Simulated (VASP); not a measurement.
# Al3Ru2 (I4/mmm) in VASP: further runs

Al3Ru2 is run at these levels: PBEsol; tasks: single point.

Program: VASP 6.6.1. These are calculated values, not measurements. Logs are shortened: lines on timing, memory, paths and dates and some standing lists are left out, and cuts for length are marked.

### Step 1. The cell of the first run

Symmetry: I4/mmm, No. 139, tetragonal system. Conventional cell: a = 2.952 Å, b = 2.952 Å, c = 13.594 Å, α = 90.00°, β = 90.00°, γ = 90.00°. Within 3.3 Å of Al (site symmetry 4/mmm) lie 8 Ru at 2.53 Å and 6 Al at 2.67 to 2.95 Å. Al (site symmetry 4mm) has 5 Ru at 2.42 to 2.70 Å and 9 Al at 2.55 to 2.95 Å within 3.2 Å. Ru (site symmetry 4mm) has 9 Al at 2.42 to 2.70 Å and 5 Ru at 2.87 to 2.95 Å within 3.2 Å.

### Step 2. Single point, PBEsol (11.85 Å³/atom)

The input, INCAR:

```
PREC = Accurate
ENCUT = 520
EDIFF = 1E-6
ISMEAR = 0
SIGMA = 0.1
LREAL = F
LASPH = T
NELM = 80
ALGO = Fast
ISIF = 2
LWAVE = F
LCHARG = F
GGA = PS
NBANDS = 26
```

The input, KPOINTS:

```
Automatic mesh
0
Gamma
  16 16 16
```

The input, POSCAR:

```
Al3Ru2
1.0
   -1.4759798335      1.4759798335      6.7971224444
    1.4759798335     -1.4759798335      6.7971224444
    1.4759798335      1.4759798335     -6.7971224444
Al Ru
3 2
Direct
    0.0000000000      0.0000000000      0.0000000000
    0.8038896115      0.8038896115      0.0000000000
    0.1961103885      0.1961103885      0.0000000000
    0.6055747082      0.6055747082      0.0000000000
    0.3944252918      0.3944252918      0.0000000000
```

Potentials or basis: VASP PAW PBE potentials, release 64 (Al, Ru_pv).

The run is started by

```
$ cat potpaw_PBE.64/Al/POTCAR potpaw_PBE.64/Ru_pv/POTCAR > POTCAR
$ mpirun -np 1 vasp_std > vasp.out
```

OUTCAR:

```text
PREC = Accurate
   ENCUT = 520
   EDIFF = 1E-6
   ISMEAR = 0
   LREAL = F
   LASPH = T
   NELM = 80
   ISIF = 2
   GGA = PS

 ion  position               nearest neighbor table
   1  0.000  0.000  0.000-   4 2.53   4 2.53   4 2.53   5 2.53   4 2.53   5 2.53   5 2.53   5 2.53
                             2 2.67   3 2.67
   2  0.804  0.804  0.000-   5 2.42   5 2.42   5 2.42   5 2.42   3 2.55   3 2.55   3 2.55   3 2.55
                             1 2.67   4 2.70
   3  0.196  0.196  0.000-   4 2.42   4 2.42   4 2.42   4 2.42   2 2.55   2 2.55   2 2.55   2 2.55
                             1 2.67   5 2.70
   4  0.606  0.606  0.000-   3 2.42   3 2.42   3 2.42   3 2.42   1 2.53   1 2.53   1 2.53   1 2.53
                             2 2.70   5 2.87
   5  0.394  0.394  0.000-   2 2.42   2 2.42   2 2.42   2 2.42   1 2.53   1 2.53   1 2.53   1 2.53
                             3 2.70   4 2.87

  LATTYP: Found a body centered tetragonal cell.
 ALAT       =     2.9519596670
 C/A-ratio  =     4.6051594271

  Lattice vectors:

 A1 = (  -1.4759798335,   1.4759798335,   6.7971224444)
 A2 = (   1.4759798335,  -1.4759798335,   6.7971224444)
 A3 = (   1.4759798335,   1.4759798335,  -6.7971224444)

Analysis of symmetry for initial positions (statically):
=====================================================================
 Subroutine PRICEL returns:
 Original cell was already a primitive cell.

 Routine SETGRP: Setting up the symmetry group for a
 body centered tetragonal supercell.

 Subroutine GETGRP returns: Found 16 space group operations
 (whereof 16 operations were pure point group operations)
 out of a pool of 16 trial point group operations.

The static configuration has the point symmetry D_4h.

Analysis of symmetry for dynamics (positions and initial velocities):
=====================================================================
 Subroutine PRICEL returns:
 Original cell was already a primitive cell.

 Routine SETGRP: Setting up the symmetry group for a
 body centered tetragonal supercell.

 Subroutine GETGRP returns: Found 16 space group operations
 (whereof 16 operations were pure point group operations)
 out of a pool of 16 trial point group operations.

The dynamic configuration has the point symmetry D_4h.

 Subroutine INISYM returns: Found 16 space group operations
 (whereof 16 operations are pure point group operations),
 and found     1 'primitive' translations

----------------------------------------------------------------------------------------

                                     Primitive cell

  volume of cell :      59.2306

  direct lattice vectors                    reciprocal lattice vectors
    -1.475979834  1.475979834  6.797122444     0.000000000  0.338758016  0.073560540
     1.475979834 -1.475979834  6.797122444     0.338758016  0.000000000  0.073560540
     1.475979834  1.475979834 -6.797122444     0.338758016  0.338758016  0.000000000

  length of vectors
     7.110408319  7.110408319  7.110408319     0.346652775  0.346652775  0.479076181

  position of ions in fractional coordinates (direct lattice)
     0.000000000  0.000000000  0.000000000
     0.803889611  0.803889611  0.000000000
     0.196110389  0.196110389  0.000000000
     0.605574708  0.605574708  0.000000000
     0.394425292  0.394425292  0.000000000

  ion indices of the primitive-cell ions
   primitive index   ion index
                 1           1
                 2           2
                 3           3
                 4           4
                 5           5

----------------------------------------------------------------------------------------

 KPOINTS: Automatic mesh

Automatic generation of k-mesh.
 Grid dimensions read from file:
 generate k-points for:   16   16   16

 Generating k-lattice:

  Cartesian coordinates                     Fractional coordinates (reciprocal lattice)
     0.000000000  0.021172376  0.004597534     0.062500000  0.000000000 -0.000000000
     0.021172376  0.000000000  0.004597534     0.000000000  0.062500000 -0.000000000
     0.021172376  0.021172376  0.000000000     0.000000000  0.000000000  0.062500000

  Length of vectors
     0.021665798  0.021665798  0.029942261

  Shift w.r.t. Gamma in fractional coordinates (k-lattice)
     0.000000000  0.000000000  0.000000000

 Subroutine IBZKPT returns following result:
 ===========================================

 Found    349 irreducible k-points:

 Following reciprocal coordinates:
            Coordinates               Weight
  0.000000  0.000000  0.000000      1.000000
  0.062500  0.000000  0.000000      8.000000
  0.125000  0.000000  0.000000      8.000000
  0.187500  0.000000  0.000000      8.000000
  0.250000  0.000000  0.000000      8.000000
  0.312500  0.000000  0.000000      8.000000
[... 16 lines left out ...]
 -0.125000  0.062500  0.000000     16.000000
 -0.062500  0.062500  0.000000      4.000000
 [... further k-points ...]
   k-points           NKPTS =    349   k-points in BZ     NKDIM =    349   number of bands    NBANDS=     26
   number of dos      NEDOS =    301   number of ions     NIONS =      5
   total plane-waves  NPLWV = 157464
   dimension x,y,z NGX =    54 NGY =   54 NGZ =   54
   dimension x,y,z NGXF=   108 NGYF=  108 NGZF=  108
   ions per type =               3   2
   NGX,Y,Z   is equivalent  to a cutoff of  12.63, 12.63, 12.63 a.u.
   NGXF,Y,Z  is equivalent  to a cutoff of  25.25, 25.25, 25.25 a.u.
 SYSTEM =  unknown system
   PREC   = accura    normal or accurate (medium, high low for compatibility)
   ISTART =      0    job   : 0-new  1-cont  2-samecut
   ICHARG =      2    charge: 1-file 2-atom 10-const
   ISPIN  =      1    spin polarized calculation?
   LNONCOLLINEAR =      F non collinear calculations
   LSORBIT =      F    spin-orbit coupling
   LASPH  =      T    aspherical Exc in radial PAW
   ENCUT  =  520.0 eV  38.22 Ry    6.18 a.u.  13.22 13.22 13.22*2*pi/ulx,y,z
   NELM   =     80;   NELMIN=  2; NELMDL= -5     # of ELM steps
   EDIFF  = 0.1E-05   stopping-criterion for ELM
   LREAL  =      F    real-space projection
   EDIFFG = 0.1E-04   stopping-criterion for IOM
   NSW    =      0    number of steps for IOM
   IBRION =     -1    ionic relax: 0-MD 1-quasi-New 2-CG
   NFREE  =      0    steps in history (QN), initial steepest desc. (CG)
   ISIF   =      2    stress and relaxation
   ISYM   =      2    0-nonsym 1-usesym 2-fastsym
   POTIM  = 0.5000    time-step for ionic-motion
   TEBEG  =    0.0;   TEEND  =   0.0 temperature during run
   PSTRESS=    0.0 pullay stress
   NELECT =      37.0000    total number of electrons
   NUPDOWN=      -1.0000    fix difference up-down
   EMIN   =  10.00;   EMAX   =-10.00  energy-range for DOS
   EFERMI =   0.00;   METHOD = LEGACY
   ISMEAR =     0;   SIGMA  =   0.10  broadening in eV -4-tet -1-fermi 0-gaus
   EFERMI_NEDOS =   21; number of points for ismear=-14 and -15
   IALGO  =     68    algorithm
   IMIX   =      4    mixing-type and parameters
     AMIX     =   0.40;   BMIX     =  1.00
     AMIX_MAG =   1.60;   BMIX_MAG =  1.00
  volume/ion in A,a.u.               =      11.85        79.94
  Fermi-wavevector in a.u.,A,eV,Ry     =   1.399459  2.644594 26.646802  1.958485
  Thomas-Fermi vector in A             =   2.522516
   LORBIT       =      0    0 simple, 1 ext, 2 COOP (PROOUT), +10 PAW based schemes
   GGA     = PS    functional components
   LHFCALC =     F    Hartree Fock is set to
   AEXX    =    0.0000 exact exchange contribution
   IVDW    =     0    specifies the selected vdW correction
   LEPSILON=     F    determine dielectric tensor
   LRPA    =     F    only Hartree local field effects (RPA)
 non-spin polarized calculation
 RMM-DIIS sequential band-by-band and
 Gauss-broadening in eV      SIGMA  =   0.10
  energy-cutoff  :      520.00
  volume of cell :       59.23
 maximum number of plane-waves:      1625
 NGX is ok and might be reduce to    54
   NGX = 27   NGY = 27   NGZ = 27

 number of electron      37.0000000 magnetization

 Free energy of the ion-electron system (eV)
  ---------------------------------------------------
  ext. energy  EPLUGINS =         0.00000000
  ---------------------------------------------------
  free energy    TOTEN  =       -35.25259229 eV

  energy without entropy =      -35.24681427  energy(sigma->0) =      -35.24970328

 E-fermi :  12.3174     XC(G=0): -12.9594

 val. band max:       12.3150127748   @ k =   0.2500   0.1250   0.1250
 cond. band min:      12.3249396281   @ k =  -0.3750   0.3750   0.1875
 fundamental gap:      0.0099268533
 Fermi energy:        12.3174381136

 k-point     1 :       0.0000    0.0000    0.0000
  band No.  band energies     occupation
      1     -29.7476      2.00000
      2     -29.5888      2.00000
      3     -29.5888      2.00000
      4     -29.5805      2.00000
      5     -29.5744      2.00000
      6     -29.5744      2.00000
[... 18 lines left out ...]
     25      18.9527      0.00000
     26      18.9527      0.00000

 k-point     2 :       0.0625    0.0000    0.0000
  band No.  band energies     occupation
      1     -29.7463      2.00000
      2     -29.5987      2.00000
      3     -29.5880      2.00000
      4     -29.5841      2.00000
      5     -29.5795      2.00000
      6     -29.5735      2.00000
[... 18 lines left out ...]
     25      19.0968      0.00000
     26      19.1610      0.00000

 k-point     3 :       0.1250    0.0000    0.0000
  band No.  band energies     occupation
      1     -29.7427      2.00000
      2     -29.6267      2.00000
      3     -29.6113      2.00000
      4     -29.5855      2.00000
      5     -29.5771      2.00000
      6     -29.5711      2.00000
[... 18 lines left out ...]
     25      19.5675      0.00000
     26      19.7089      0.00000

 k-point     4 :       0.1875    0.0000    0.0000
  band No.  band energies     occupation
      1     -29.7373      2.00000
      2     -29.6685      2.00000
      3     -29.6519      2.00000
      4     -29.5819      2.00000
      5     -29.5733      2.00000
      6     -29.5674      2.00000
[... 18 lines left out ...]
     25      19.6333      0.00000
     26      20.4638      0.00000

 k-point     5 :       0.2500    0.0000    0.0000
  band No.  band energies     occupation
      1     -29.7310      2.00000
      2     -29.7174      2.00000
      3     -29.6995      2.00000
      4     -29.5777      2.00000
      5     -29.5689      2.00000
      6     -29.5631      2.00000
[... 18 lines left out ...]
     25      19.6134      0.00000
     26      20.9833      0.00000

 k-point     6 :       0.3125    0.0000    0.0000
  band No.  band energies     occupation
      1     -29.7661      2.00000
      2     -29.7468      2.00000
      3     -29.7245      2.00000
      4     -29.5734      2.00000
      5     -29.5645      2.00000
      6     -29.5588      2.00000
[... 427 lines left out ...]
 k-point    21 :      -0.2500    0.0625    0.0000
  band No.  band energies     occupation
      1     -29.7300      2.00000
      2     -29.7164      2.00000
      3     -29.6985      2.00000
      4     -29.5873      2.00000
      5     -29.5726      2.00000
      6     -29.5677      2.00000
[... 18 lines left out ...]
     25      19.9257      0.00000
     26      20.5106      0.00000

 k-point    22 :      -0.1875    0.0625    0.0000
  band No.  band energies     occupation
      1     -29.7363      2.00000
      2     -29.6675      2.00000
      3     -29.6510      2.00000
      4     -29.5917      2.00000
      5     -29.5770      2.00000
      6     -29.5722      2.00000
[... 18 lines left out ...]
     25      19.7719      0.00000
     26      20.3680      0.00000

 k-point    23 :      -0.1250    0.0625    0.0000
  band No.  band energies     occupation
      1     -29.7416      2.00000
      2     -29.6258      2.00000
      3     -29.6104      2.00000
      4     -29.5953      2.00000
      5     -29.5808      2.00000
      6     -29.5759      2.00000
[... 18 lines left out ...]
     25      19.1779      0.00000
     26      20.3024      0.00000

 k-point    24 :      -0.0625    0.0625    0.0000
  band No.  band energies     occupation
      1     -29.7451      2.00000
      2     -29.5983      2.00000
      3     -29.5973      2.00000
      4     -29.5837      2.00000
      5     -29.5828      2.00000
      6     -29.5784      2.00000
[... 18 lines left out ...]
     25      18.7543      0.00000
     26      19.6907      0.00000

 [... further k-points ...]
[... 5 lines left out ...]
  --------------------------------------------------------------------------------------
  -------------------------------------------------------------------------------------
  Total       12.0304715     12.0304715     12.0575009      0.0000000     -0.0000000      0.0000000
  in kB      325.4222910    325.4222910    326.1534317      0.0000000     -0.0000000      0.0000000
  external PRESSURE =     325.6660046 kB  Pullay stress =       0.0000000 kB

 VOLUME and BASIS-vectors are now :
 -----------------------------------------------------------------------------
  energy-cutoff  :      520.00
  volume of cell :       59.23
      direct lattice vectors                 reciprocal lattice vectors
    -1.475979834  1.475979834  6.797122444     0.000000000  0.338758016  0.073560540
     1.475979834 -1.475979834  6.797122444     0.338758016  0.000000000  0.073560540
     1.475979834  1.475979834 -6.797122444     0.338758016  0.338758016  0.000000000

 POSITION                                       TOTAL-FORCE (eV/Angst)
 -----------------------------------------------------------------------------------
      0.00000      0.00000      0.00000         0.000000      0.000000     -0.000000
      0.00000      0.00000     10.92827        -0.000000     -0.000000     -0.005791
      0.00000      0.00000      2.66597        -0.000000     -0.000000      0.005791
      0.00000      0.00000      8.23233         0.000000      0.000000     -0.003968
      0.00000      0.00000      5.36191         0.000000      0.000000      0.003968
 -----------------------------------------------------------------------------------
    total drift:                                0.000000     -0.000000     -0.000000

  FREE ENERGIE OF THE ION-ELECTRON SYSTEM (eV)
  ---------------------------------------------------
  free  energy   TOTEN  =       -35.2525922901 eV

  energy  without entropy=      -35.2468142659  energy(sigma->0) =      -35.24970328
```

It took 38 min on 1 thread of Oxide Virtual Turin-like, shared host; peak memory 0.68 GiB.

Results:

```yaml
Free_energy: -35.2526 eV
Pressure: 32.6 GPa
Largest_force: 0.006 eV/Å
Band_gap_on_the_k_mesh: zero (an odd number of electrons rules out a gap without spin polarisation)
```

Forces in eV/Å, atoms in the order of the input:
```
Al   0.000  0.000  0.000
Al   0.000  0.000 -0.006
Al   0.000  0.000  0.006
Ru   0.000  0.000 -0.004
Ru   0.000  0.000  0.004
```

Levels at points of the mesh, in eV from the Fermi level:
| k point | band 16 | band 17 | band 18 | band 19 | band 20 | band 21 | band 22 | band 23 |
| --- | --- | --- | --- | --- | --- | --- | --- | --- |
| (0.00, 0.00, 0.00) | -1.01 | -1.01 | -0.25 | -0.06 | 4.09 | 5.41 | 5.91 | 5.91 |
| (0.50, 0.00, 0.00) | -2.02 | -1.85 | -1.37 | -0.44 | 1.59 | 1.98 | 4.67 | 5.62 |
| (0.50, 0.50, 0.00) | -0.52 | 0.66 | 0.67 | 1.35 | 1.42 | 2.26 | 2.63 | 4.32 |
| (0.50, 0.50, 0.50) | -0.59 | -0.59 | -0.22 | -0.08 | 2.97 | 4.67 | 4.67 | 5.39 |

Caveat: the cell stands under pressure; the PAW data sets were made with another functional, which shifts forces and pressure a little.

### Step 3. Single point, PBEsol (12.25 Å³/atom)

This run uses another cell than the first one, of 12.25 Å³/atom.

The input, INCAR:

```
SYSTEM = Al3Ru2
ALGO = Fast ; EDIFF = 1E-7
ENCUT = 520 ; GGA = PS
ISIF = 2 ; ISMEAR = 0
LASPH = .True. ; LCHARG = .False.
LREAL = .False. ; LWAVE = .False.
NBANDS = 26 ; NELM = 80
PREC = Accurate ; SIGMA = 0.1
```

The input, KPOINTS:

```
k-points
0
Gamma
  16 16 16
  0 0 0
```

The input, POSCAR:

```
Al3Ru2
1.0
   -1.4921043338      1.4921043338      6.8777482878
    1.4921043338     -1.4921043338      6.8777482878
    1.4921043338      1.4921043338     -6.8777482878
Al Ru
3 2
Direct
    0.0000000000      0.0000000000      0.0000000000
    0.8044129530      0.8044129530      0.0000000000
    0.1955870470      0.1955870470      0.0000000000
    0.6056181282      0.6056181282      0.0000000000
    0.3943818718      0.3943818718      0.0000000000
```

Potentials or basis: VASP PAW PBE potentials, release 64 (Al, Ru_pv).

The run is started by

```
$ cat potpaw_PBE.64/Al/POTCAR potpaw_PBE.64/Ru_pv/POTCAR > POTCAR
$ mpirun -np 1 vasp_std > vasp.out
```

It took 41 min on 1 thread of Oxide Virtual Turin-like, shared host; peak memory 0.7 GiB.

The run converged. Its results:

| Quantity | Value |
| --- | --- |
| Free energy | -35.5965 eV |
| Pressure | 22.4 GPa |
| Largest force | 0.006 eV/Å |
| Band gap on the k mesh | zero (an odd number of electrons rules out a gap without spin polarisation) |

Forces on the atoms (eV/Å):
```
Al   0.000  0.000  0.000
Al   0.000  0.000 -0.006
Al   0.000  0.000  0.006
Ru   0.000  0.000 -0.003
Ru   0.000  0.000  0.003
```

Stress tensor (GPa, compression positive):
```
22.37  0.00  0.00
 0.00 22.37  0.00
 0.00  0.00 22.47
```

Levels at points of the mesh, in eV from the Fermi level:
```tsv
k point	band 15	band 16	band 17	band 18	band 19	band 20	band 21	band 22	band 23	band 24
(0.00, 0.00, 0.00)	-1.58	-0.97	-0.97	-0.24	-0.07	3.92	5.22	5.77	5.77	6.03
(0.50, 0.00, 0.00)	-2.14	-1.93	-1.80	-1.29	-0.41	1.52	1.88	4.53	5.47	7.04
(0.50, 0.50, 0.00)	-2.00	-0.53	0.61	0.67	1.28	1.34	2.19	2.49	4.24	4.29
(0.50, 0.50, 0.50)	-1.84	-0.56	-0.56	-0.22	-0.09	2.82	4.57	4.57	5.48	7.75
```

Caveat: the cell stands under pressure; the PAW data sets were made with another functional, which shifts forces and pressure a little.
